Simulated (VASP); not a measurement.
# Ge (P1) in VASP: a series of runs

Ge is run at these levels: PBE+D3(BJ); tasks: single point.

All numbers are computed with VASP 6.6.1; they aren't measurements. Logs are shortened: lines on timing, memory, paths and dates and some standing lists are left out, and cuts for length are marked.

### Step 1. The cell of the first run

The typed cell holds 16 atoms: a = 8.113 Å, b = 8.113 Å, c = 8.113 Å, α = 60.00°, β = 60.00°, γ = 60.00°.

### Step 2. Single point, PBE+D3(BJ)

File INCAR:

```
SYSTEM = Ge
ALGO     = Normal         ! electronic algorithm
EDIFF    = 1E-7           ! SCF threshold, eV
ENCUT    = 520            ! plane-wave cutoff, eV
GGA      = PE             ! functional
ISIF     = 2              ! what is computed and relaxed
ISMEAR   = -1             ! smearing method
IVDW     = 12             ! dispersion correction
LASPH    = .TRUE.         ! aspherical terms in the spheres
LCHARG   = .FALSE.        ! write CHGCAR
LREAL    = Auto         
LWAVE    = .FALSE.        ! write WAVECAR
NBANDS   = 126            ! bands
NELM     = 100            ! most SCF steps
PREC     = Accurate       ! precision mode
SIGMA    = 0.36           ! smearing width, eV
```

File KPOINTS:

```
k-points
0
G
  2 2 2
  0 0 0
```

File POSCAR:

```
Ge
1.0
    0.0000000000      5.7366290000      5.7366290000
    5.7366290000      0.0000000000      5.7366290000
    5.7366290000      5.7366290000      0.0000000000
Ge
16
Direct
   -0.4215280437     -0.0047850401      0.1823457644
    0.0895037835      0.3218876452     -0.0386376738
   -0.0213452883      0.0102063424      0.1252564877
    0.2290195165     -0.0463861268      0.4848840669
    0.2341793412      0.6970992895     -0.0739807298
    0.1096375589      0.5184839389      0.3610046946
   -0.0552502175      0.2188829014      0.6394086144
    0.1164708403      0.6464510778      0.5705354137
    0.8155660755     -0.0990128523     -0.2022965055
    0.5378419975      0.2882354777     -0.1607738621
    0.4450958917      0.1720086831      0.4146773305
    0.8506999494      0.1502537466      0.4437710718
    0.6071597100      0.4458280290      0.0915084451
    0.8988989875      0.6223428428      0.1036758696
    0.5568252714      0.5791728906      0.3807811173
    0.6093125423      0.8039913336      0.6100621114
```

Potentials or basis: VASP PAW PBE potentials, release 64 (Ge_d).

Started as:

```bash
$ cat potpaw_PBE.64/Ge_d/POTCAR > POTCAR
$ mpirun -np 1 vasp_std > vasp.out
```

OUTCAR:

```text
SYSTEM = Ge
   EDIFF = 1E-7
   ENCUT = 520
   GGA = PE
   ISIF = 2
   ISMEAR = -1
   IVDW = 12
   LASPH = .TRUE.
   LREAL = Auto
   NELM = 100
   PREC = Accurate
 IVDW          = 12

 ion  position               nearest neighbor table
   1  0.578  0.995  0.182-  11 2.43  10 2.65   4 2.71
   2  0.090  0.322  0.961-   3 2.59  14 2.63
   3  0.979  0.010  0.125-   2 2.59  12 2.85
   4  0.229  0.954  0.485-   7 2.52   1 2.71   8 2.73  11 2.76  12 2.77
   5  0.234  0.697  0.926-  14 2.59   6 2.89
   6  0.110  0.518  0.361-   8 2.43   7 2.75  11 2.79   5 2.89  14 2.89
   7  0.945  0.219  0.639-  12 2.44   4 2.52   9 2.73   6 2.75  10 2.75
   8  0.116  0.646  0.571-   6 2.43   4 2.73   9 2.81
   9  0.816  0.901  0.798-  14 2.50  12 2.52   7 2.73   8 2.81  10 2.88
  10  0.538  0.288  0.839-   1 2.65   7 2.75   9 2.88
  11  0.445  0.172  0.415-   1 2.43  16 2.57  13 2.68   4 2.76   6 2.79
  12  0.851  0.150  0.444-   7 2.44   9 2.52   4 2.77   3 2.85
  13  0.607  0.446  0.092-  11 2.68  15 2.83
  14  0.899  0.622  0.104-   9 2.50   5 2.59  15 2.61   2 2.63   6 2.89
  15  0.557  0.579  0.381-  14 2.61  13 2.83
  16  0.609  0.804  0.610-  11 2.57

  LATTYP: Found a face centered cubic cell.
 ALAT       =    11.4732580000

  Lattice vectors:

 A1 = (   0.0000000000,   5.7366290000,   5.7366290000)
 A2 = (   5.7366290000,   0.0000000000,   5.7366290000)
 A3 = (   5.7366290000,   5.7366290000,   0.0000000000)

Analysis of symmetry for initial positions (statically):
=====================================================================
 Subroutine PRICEL returns:
 Original cell was already a primitive cell.

 Routine SETGRP: Setting up the symmetry group for a
 face centered cubic supercell.

 Subroutine GETGRP returns: Found  1 space group operations
 (whereof  1 operations were pure point group operations)
 out of a pool of 48 trial point group operations.

The static configuration has the point symmetry C_1 .

Analysis of symmetry for dynamics (positions and initial velocities):
=====================================================================
 Subroutine PRICEL returns:
 Original cell was already a primitive cell.

 Routine SETGRP: Setting up the symmetry group for a
 face centered cubic supercell.

 Subroutine GETGRP returns: Found  1 space group operations
 (whereof  1 operations were pure point group operations)
 out of a pool of 48 trial point group operations.

The dynamic configuration has the point symmetry C_1 .

 Subroutine INISYM returns: Found  1 space group operations
 (whereof  1 operations are pure point group operations),
 and found     1 'primitive' translations

----------------------------------------------------------------------------------------

                                     Primitive cell

  volume of cell :     377.5724

  direct lattice vectors                    reciprocal lattice vectors
     0.000000000  5.736629000  5.736629000    -0.087159201  0.087159201  0.087159201
     5.736629000  0.000000000  5.736629000     0.087159201 -0.087159201  0.087159201
     5.736629000  5.736629000  0.000000000     0.087159201  0.087159201 -0.087159201

  length of vectors
     8.112818534  8.112818534  8.112818534     0.150964164  0.150964164  0.150964164

  position of ions in fractional coordinates (direct lattice)
     0.578471956  0.995214960  0.182345764
     0.089503783  0.321887645  0.961362326
     0.978654712  0.010206342  0.125256488
     0.229019517  0.953613873  0.484884067
     0.234179341  0.697099290  0.926019270
     0.109637559  0.518483939  0.361004695
[... 8 lines left out ...]
     0.556825271  0.579172891  0.380781117
     0.609312542  0.803991334  0.610062111

  ion indices of the primitive-cell ions
   primitive index   ion index
                 1           1
                 2           2
                 3           3
                 4           4
                 5           5
                 6           6
[... 8 lines left out ...]
                15          15
                16          16

[... 49 lines left out ...]
   EFERMI_NEDOS =   21; number of points for ismear=-14 and -15
   IALGO  =     38    algorithm
   IMIX   =      4    mixing-type and parameters
     AMIX     =   0.40;   BMIX     =  1.00
     AMIX_MAG =   1.60;   BMIX_MAG =  1.00
  volume/ion in A,a.u.               =      23.60       159.25
  Fermi-wavevector in a.u.,A,eV,Ry     =   1.375595  2.599499 25.745800  1.892263
  Thomas-Fermi vector in A             =   2.500917
   LORBIT       =      0    0 simple, 1 ext, 2 COOP (PROOUT), +10 PAW based schemes
   GGA     = PE    functional components
   LHFCALC =     F    Hartree Fock is set to
   AEXX    =    0.0000 exact exchange contribution
   IVDW    =    12    specifies the selected vdW correction
   LEPSILON=     F    determine dielectric tensor
   LRPA    =     F    only Hartree local field effects (RPA)
 non-spin polarized calculation
  energy-cutoff  :      520.00
  volume of cell :      377.57
 maximum number of plane-waves:     10200
   NGX = 31   NGY = 31   NGZ = 31

 number of electron     224.0000019 magnetization

 Free energy of the ion-electron system (eV)
  ---------------------------------------------------
  ext. energy  EPLUGINS =         0.00000000
  ---------------------------------------------------
  free energy    TOTEN  =       -66.18399681 eV

  energy without entropy =      -62.64117614  energy(sigma->0) =      -64.41258648

 E-fermi :   4.4081     XC(G=0):  -9.9774

 val. band max:        4.3715352324   @ k =   0.0000   0.0000   0.0000
 cond. band min:       4.4382681831   @ k =   0.5000   0.5000   0.5000
 fundamental gap:      0.0667329507
 Fermi energy:         4.4080964557

 k-point     1 :       0.0000    0.0000    0.0000
  band No.  band energies     occupation
      1     -20.3131      2.00000
      2     -20.2895      2.00000
      3     -20.2835      2.00000
      4     -20.2813      2.00000
      5     -20.2787      2.00000
      6     -20.2697      2.00000
[... 116 lines left out ...]
    123       6.4593      0.00668
    124       6.4829      0.00626

 k-point     2 :       0.5000    0.0000    0.0000
  band No.  band energies     occupation
      1     -20.3132      2.00000
      2     -20.2905      2.00000
      3     -20.2838      2.00000
      4     -20.2803      2.00000
      5     -20.2777      2.00000
      6     -20.2724      2.00000
[... 878 lines left out ...]
    123       7.2052      0.00084
    124       7.3750      0.00053
 [bands above 124 left out]

------------------------ aborting loop because EDIFF is reached ----------------------------------------

 Edisp (eV)   -5.07381

 E8    (eV) :    -2.2487

  FORCE on cell =-STRESS in cart. coord.  units (eV):
  Direction    XX          YY          ZZ          XY          YZ          ZX
  --------------------------------------------------------------------------------------
  -------------------------------------------------------------------------------------
  Total       1.00538    -2.59581    -1.71324     2.65138    -0.28604     1.57323
  in kB       4.26618   -11.01497    -7.26989    11.25076    -1.21378     6.67580
  external pressure =       -4.67 kB  Pullay stress =        0.00 kB

 VOLUME and BASIS-vectors are now :
 -----------------------------------------------------------------------------
  energy-cutoff  :      520.00
  volume of cell :      377.57
      direct lattice vectors                 reciprocal lattice vectors
     0.000000000  5.736629000  5.736629000    -0.087159201  0.087159201  0.087159201
     5.736629000  0.000000000  5.736629000     0.087159201 -0.087159201  0.087159201
     5.736629000  5.736629000  0.000000000     0.087159201  0.087159201 -0.087159201

 POSITION                                       TOTAL-FORCE (eV/Angst)
 -----------------------------------------------------------------------------------
      6.75523      4.36453      9.02766        -0.965588     -0.118208      0.160736
      7.36153      6.02843      2.36000        -0.057081     -0.165633      0.432957
      0.77710      6.33273      5.67273         0.016963     -0.169156     -0.324020
      8.25213      4.09540      6.78433        -0.647257      0.414902     -0.089053
      9.31123      6.65563      5.34240        -0.181510      0.253029      0.603944
      5.04530      2.69990      3.60330        -0.686303     -0.363997     -0.273209
[... 8 lines left out ...]
      5.50690      5.37870      6.51680         0.270866      0.403892     -0.214043
      8.11190      6.99510      8.10760        -0.031317      0.480500     -0.129194
 -----------------------------------------------------------------------------------
    total drift:                                0.001234      0.000789     -0.001257

  FREE ENERGIE OF THE ION-ELECTRON SYSTEM (eV)
  ---------------------------------------------------
  free  energy   TOTEN  =       -71.2578025920 eV

  energy  without entropy=      -67.7149819179  energy(sigma->0) =      -69.48639225
```

Run time: 11 min. Hardware: 1 thread of Intel Xeon Platinum 8488C (Sapphire Rapids), shared host; peak memory 0.59 GiB.

What came out:

```
Free energy                : -71.2578 eV
Pressure                   : -0.5 GPa
Largest force              : 2.116 eV/Å
Band gap on the k mesh     : zero (band 112 reaches 4.37 eV, above the bottom of band 113 at 4.25 eV)
Dispersion energy per atom : -0.317 eV
```

Forces in eV/Å, atoms in the order of the input:
```
Ge  -0.966 -0.118  0.161
Ge  -0.057 -0.166  0.433
Ge   0.017 -0.169 -0.324
Ge  -0.647  0.415 -0.089
Ge  -0.182  0.253  0.604
Ge  -0.686 -0.364 -0.273
Ge   1.603  0.759  0.771
Ge   0.670  0.522 -0.117
Ge  -0.272 -0.348 -0.718
Ge   0.387 -0.460  0.002
Ge   1.472  0.267  0.390
Ge  -1.089 -1.802 -0.213
Ge  -0.347 -0.231  0.141
Ge  -0.144  0.557 -0.424
Ge   0.271  0.404 -0.214
Ge  -0.031  0.480 -0.129
```

Caveat: the k points lie up to 0.47 Å⁻¹ apart; pairwise dispersion overbinds metals, which lowers pressure and volume; forces of over 1 eV/Å act on the atoms, so gaps and moduli don't describe the material at rest.

### Step 3. Single point, PBE+D3(BJ)

This run uses another cell than the first one, of 17.47 Å³/atom, 0.740 times its volume.

File INCAR:

```
PREC     = Accurate       # precision mode
ENCUT    = 520            # plane-wave cutoff, eV
EDIFF    = 1E-7           # SCF threshold, eV
ISMEAR   = -1             # smearing method
SIGMA    = 0.36           # smearing width, eV
LREAL    = Auto         
LASPH    = T              # aspherical terms in the spheres
NELM     = 80             # most SCF steps
ALGO     = Normal         # electronic algorithm
ISIF     = 2              # what is computed and relaxed
LWAVE    = F              # write WAVECAR
LCHARG   = F              # write CHGCAR
GGA      = PE             # functional
IVDW     = 12             # dispersion correction
NBANDS   = 126            # bands
```

File KPOINTS:

```
regular mesh
0
Gamma
  2 2 2
```

File POSCAR:

```
Ge
1.0
    0.0000000000      5.1895460000      5.1895460000
    5.1895460000      0.0000000000      5.1895460000
    5.1895460000      5.1895460000      0.0000000000
Ge
16
Direct
   -0.4381404462      0.0876666283     -0.0929850126
    0.1629622321      0.2313304478     -0.1167154121
   -0.4078295096      0.2291240891      0.1401374995
    0.2733957845     -0.0528562614      0.2653796691
    0.1167635859      1.0381736668     -0.3632976758
    0.1417754077      0.4374274744      0.2647534100
   -0.1186423629      0.4066444348      0.6239274110
    0.3503196619      0.7490828677     -0.0469019833
    0.8753270517     -0.1566900072     -0.3578444049
    0.2875685079      0.6400848937     -0.3797538359
    0.4224550664      0.1306569014      0.5631802859
    0.9753068958     -0.1067916153      0.1697258296
    0.7069982615      0.5671401699     -0.0256669851
    0.8878618669      0.7602206436      0.0074765692
    0.6283593979      0.3940036373      0.3725181355
    0.6049854843      0.7573494868      0.4430445361
```

Potentials or basis: VASP PAW PBE potentials, release 64 (Ge_d).

Started as:

```bash
$ cat potpaw_PBE.64/Ge_d/POTCAR > POTCAR
$ mpirun -np 1 vasp_std > vasp.out
```

Run time: 15 min. Hardware: 1 thread of Intel Xeon Platinum 8488C (Sapphire Rapids), shared host; peak memory 0.52 GiB.

The run converged. Its results:

* Free energy: -68.5401 eV
* Pressure: 18.1 GPa
* Largest force: 3.299 eV/Å
* Band gap on the k mesh: zero (band 112 reaches 7.92 eV, above the bottom of band 113 at 7.28 eV)
* Dispersion energy per atom: -0.381 eV

Forces on the atoms (eV/Å):
```
Ge   0.326 -0.408  0.750
Ge   1.976 -0.450 -0.323
Ge  -0.587 -0.464 -0.167
Ge   0.154 -0.990  0.174
Ge  -0.437 -0.231 -1.369
Ge  -1.886 -0.385  0.958
Ge   2.424 -0.394 -0.902
Ge  -0.782 -0.881  0.208
Ge  -1.130 -2.162  0.655
Ge  -0.396  1.197 -2.292
Ge  -1.619  0.885  0.402
Ge   3.071  0.871  0.833
Ge  -1.413  0.837  0.208
Ge  -0.644  0.497 -0.919
Ge   0.681  1.433  0.467
Ge   0.262  0.646  1.318
```

Stress tensor (GPa, compression positive):
```
18.48  0.49 -1.58
 0.49 17.31  1.29
-1.58  1.29 18.46
```

Levels at points of the mesh, in eV from the Fermi level:
| k point | band 109 | band 110 | band 111 | band 112 | band 113 | band 114 | band 115 | band 116 |
| --- | --- | --- | --- | --- | --- | --- | --- | --- |
| (0.00, 0.00, 0.00) | 0.00 | 0.09 | 0.25 | 0.48 | 0.53 | 0.77 | 1.01 | 1.07 |
| (0.50, 0.00, 0.00) | -1.08 | -0.87 | -0.77 | -0.35 | -0.16 | 0.25 | 0.84 | 1.18 |
| (0.00, 0.50, 0.00) | -1.08 | -0.88 | -0.54 | -0.42 | 0.06 | 0.50 | 0.60 | 1.14 |
| (0.00, 0.00, 0.50) | -1.29 | -1.01 | -0.51 | -0.40 | 0.05 | 0.39 | 0.82 | 1.20 |
| (0.50, 0.50, 0.50) | -1.26 | -0.97 | -0.71 | -0.37 | -0.02 | 0.65 | 0.95 | 1.08 |
| (0.50, 0.50, 0.00) | -0.92 | -0.67 | -0.62 | -0.38 | -0.13 | 0.06 | 0.37 | 0.70 |
| (0.00, 0.50, 0.50) | -0.85 | -0.62 | -0.38 | -0.16 | -0.04 | 0.16 | 0.64 | 0.77 |
| (0.50, 0.00, 0.50) | -0.78 | -0.56 | -0.27 | -0.02 | 0.04 | 0.19 | 0.49 | 0.72 |

Caveat: the k points lie up to 0.52 Å⁻¹ apart; pairwise dispersion overbinds metals, which lowers pressure and volume; forces of over 1 eV/Å act on the atoms, so gaps and moduli don't describe the material at rest.

### Step 4. Single point, PBE+D3(BJ)

This run uses another cell than the first one, of 19.48 Å³/atom, 0.825 times its volume.

File INCAR:

```
SYSTEM = Ge
PREC     = Accurate       ! precision mode
ENCUT    = 520            ! plane-wave cutoff, eV
EDIFF    = 1E-6           ! SCF threshold, eV
ISMEAR   = -1             ! smearing method
SIGMA    = 0.36           ! smearing width, eV
LREAL    = Auto         
LASPH    = .TRUE.         ! aspherical terms in the spheres
NELM     = 80             ! most SCF steps
ALGO     = Normal         ! electronic algorithm
ISIF     = 2              ! what is computed and relaxed
LWAVE    = .FALSE.        ! write WAVECAR
LCHARG   = .FALSE.        ! write CHGCAR
GGA      = PE             ! functional
IVDW     = 12             ! dispersion correction
NBANDS   = 126            ! bands
```

File KPOINTS:

```
regular mesh
0
G
  2 2 2
  0 0 0
```

File POSCAR:

```
Ge
1.0
    0.0000000000      5.3809740000      5.3809740000
    5.3809740000      0.0000000000      5.3809740000
    5.3809740000      5.3809740000      0.0000000000
Ge
16
Direct
   -0.5516380492      0.1044699343     -0.0695691895
    0.0446852187      0.4041182879      0.0145233930
   -0.3859431397      0.1656484495      0.0894354814
    0.2252194491      0.0279874982      0.4115425943
    0.2244760893      0.9457581471     -0.1515339045
    0.1624612942      0.3926984223      0.4206301684
   -0.1443140220      0.2471392726      0.6609305304
    0.2186871745      0.7490930081      0.2708710356
    0.8850813998     -0.1344366280     -0.3022315291
    0.3973537133      0.5555221044     -0.3372530698
    0.5029665633      0.1357467997      0.5077240663
    0.8945034858      0.0824571908      0.2843908928
    0.7499664559      0.4720985457     -0.0807381712
    0.8552633780      0.6691260727      0.1864439412
    0.6240784661      0.4515074780      0.3122761790
    0.6783901948      0.7558668747      0.4813626678
```

Started as:

```bash
$ cat potpaw_PBE.64/Ge_d/POTCAR > POTCAR
$ mpirun -np 1 vasp_std > vasp.out
```

Wall time 11 min (1 thread of Intel Xeon Platinum 8488C (Sapphire Rapids), shared host); peak memory 0.57 GiB.

It converged, with:

* Free energy: -70.5824 eV
* Pressure: 7.6 GPa
* Largest force: 3.504 eV/Å
* Band gap on the k mesh: zero (band 112 reaches 6.59 eV, above the bottom of band 113 at 5.93 eV)
* Dispersion energy per atom: -0.345 eV

Forces on the atoms (eV/Å):
```
Ge  -0.606 -0.533 -0.456
Ge  -1.624  1.051  0.856
Ge   0.087  0.806 -0.372
Ge  -0.919  0.121  0.034
Ge   0.087  0.042 -0.581
Ge   0.309 -0.760  0.272
Ge   0.320 -0.452 -0.364
Ge  -0.470  0.587  0.344
Ge   0.045  0.115 -0.498
Ge   0.171  0.014 -0.166
Ge   0.429  0.603 -0.983
Ge  -0.521  0.525  0.204
Ge  -0.107 -1.753  0.576
Ge  -1.733 -1.137  1.937
Ge   1.519 -0.643  0.291
Ge   3.013  1.414 -1.095
```

Stress tensor (GPa, compression positive):
```
10.34  0.61 -0.37
 0.61  4.28  0.66
-0.37  0.66  8.06
```

Levels at points of the mesh, in eV from the Fermi level:
```csv
k point,band 108,band 109,band 110,band 111,band 112,band 113,band 114,band 115,band 116,band 117
"(0.00, 0.00, 0.00)",-0.16,-0.09,0.00,0.22,0.29,0.55,0.65,0.82,0.92,1.21
"(0.50, 0.00, 0.00)",-1.24,-1.13,-0.85,-0.70,-0.08,0.09,0.29,0.68,0.80,1.30
"(0.00, 0.50, 0.00)",-1.52,-1.20,-1.08,-0.76,-0.32,-0.01,0.61,0.92,1.09,1.28
"(0.00, 0.00, 0.50)",-1.40,-1.23,-0.79,-0.54,-0.17,0.00,0.33,0.59,0.86,1.14
"(0.50, 0.50, 0.50)",-1.30,-1.24,-0.88,-0.61,-0.51,-0.37,0.00,0.77,0.95,1.41
"(0.50, 0.50, 0.00)",-1.17,-0.86,-0.43,-0.26,-0.02,0.09,0.13,0.53,0.70,0.81
"(0.00, 0.50, 0.50)",-0.94,-0.59,-0.40,-0.34,-0.13,0.11,0.42,0.54,0.66,1.04
"(0.50, 0.00, 0.50)",-1.25,-0.91,-0.69,-0.47,-0.36,-0.12,0.41,0.55,0.62,0.95
```

Caveat: the k points lie up to 0.51 Å⁻¹ apart; pairwise dispersion overbinds metals, which lowers pressure and volume; forces of over 1 eV/Å act on the atoms, so gaps and moduli don't describe the material at rest.

### Step 5. Overview

```csv
cell,gap on the mesh (eV),pressure (GPa),largest force (eV/Å)
"a = 8.113 Å, angles 60.0°, 16 atoms",none,-0.5,2.12
"a = 7.339 Å, angles 60.0°, 16 atoms",none,18.1,3.30
"a = 7.610 Å, angles 60.0°, 16 atoms",none,7.6,3.50
```

Alike in all rows: task single point; level PBE+D3(BJ); potentials or basis VASP PAW PBE potentials, release 64 (Ge_d); no spin polarisation; k mesh 2 × 2 × 2; cutoff (eV) 520; smearing fermi-dirac 0.36 eV.

Caveats: all runs use coarse meshes; pairwise dispersion overbinds metals, which lowers pressure and volume; forces of over 1 eV/Å act on the atoms, so gaps and moduli don't describe the material at rest.

Total energies depend on the potentials used, so only differences within one code and one set of settings carry meaning.
